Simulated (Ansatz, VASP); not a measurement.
Two plane-wave programs on HfN

The input INCAR:

```
PREC     = Accurate       # precision mode
ENCUT    = 520            # plane-wave cutoff, eV
EDIFF    = 1E-6           # SCF threshold, eV
ISMEAR   = 0              # smearing method
SIGMA    = 0.15           # smearing width, eV
LREAL    = False          # projectors in reciprocal space
LASPH    = True           # aspherical terms in the spheres
NELM     = 80             # most SCF steps
ALGO     = Normal         # electronic algorithm
ISIF     = 2              # what is computed and relaxed
LWAVE    = False          # write WAVECAR
LCHARG   = True           # write CHGCAR
GGA      = PE             # functional
LELF     = True           # ELF
LVHAR    = True         
NBANDS   = 14             # bands
```

File KPOINTS:

```
Automatic mesh
0
Gamma
  18 18 18
```

POSCAR

```
HfN
1.0
    0.0000000000      2.2251150000      2.2251150000
    2.2251150000      0.0000000000      2.2251150000
    2.2251150000      2.2251150000      0.0000000000
Hf N
1 1
Direct
    0.0000000000      0.0000000000      0.0000000000
    0.5000000000      0.5000000000      0.5000000000
```

Input for Ansatz:

```yaml
crystal:
  lattice:
    - [0.0, 2.225115, 2.225115]
    - [2.225115, 0.0, 2.225115]
    - [2.225115, 2.225115, 0.0]
  atoms:
    - { symbol: Hf, position: [0.0, 0.0, 0.0] }
    - { symbol: "N", position: [0.5, 0.5, 0.5] }
basis:
  ecutwfc: 420
kpoints:
  mp_grid: { grid: [18, 18, 18] }
hamiltonian:
  xc: pbe
scf:
  occupations: { method: gaussian, width: 0.15 }
output:
  forces: true
  stress: true
  eigenvalues: true
```

Change from the starting cell: strain -0.015 along x and y, -0.015 along z, atoms carried along.

Alike in both runs: task single point; functional PBE; k mesh 18 × 18 × 18; occupations gaussian, width 0.15 eV; no spin polarisation.

|  | VASP | Ansatz |
| --- | --- | --- |
| version | VASP 6.6.1 | Ansatz 0.2.0 |
| potentials or method | VASP PAW PBE potentials, release 64 (Hf_pv, N), cutoff 520 eV | scalar-relativistic, plane waves, PAW |
| valence electrons in the cell | 15 | 31 |

VASP gave:

| Item | Value |
| --- | --- |
| gap on the k mesh at the Fermi level (eV) | none |
| pressure (GPa) | 17.2 |

Q: What did Ansatz give for the same quantities?

A: gap on the k mesh at the Fermi level (eV): none; pressure (GPa): 19.7.

A gap of «none» marks a metal or a gap that the smearing closes. With one functional, cell and mesh, what is left measures potentials, basis and numerics. VASP's potentials hold 15 valence electrons a cell and Ansatz's 31, so a difference there can come from the potentials and not from the codes.

Spin-orbit coupling is off throughout.
